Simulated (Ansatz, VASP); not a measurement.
**One calculation of KBr, two programs**

```
CELL_PARAMETERS angstrom
0.00000 3.31868 3.31868
3.31868 0.00000 3.31868
3.31868 3.31868 0.00000
ATOMIC_POSITIONS crystal
K 0.50000 0.50000 0.50000
Br 0.00000 0.00000 0.00000
```

Alike in both runs: task single point; functional PBE; k mesh 6 × 6 × 6; occupations gaussian, width 0.02 eV; no spin polarisation.

```csv
,VASP,Ansatz
version,VASP 6.6.1,Ansatz 0.2.0
potentials or method,"VASP PAW PBE potentials, release 64 (K_sv, Br), cutoff 520 eV","scalar-relativistic, plane waves, PAW"
valence electrons in the cell,16,16
```

```tsv
	VASP	Ansatz	Ansatz less VASP
gap on the k mesh at the Fermi level (eV)	4.39	4.39	+0.002
least direct gap on the mesh (eV)	4.39	4.39	+0.002
pressure (GPa)	0.5	0.4	-0.03
```
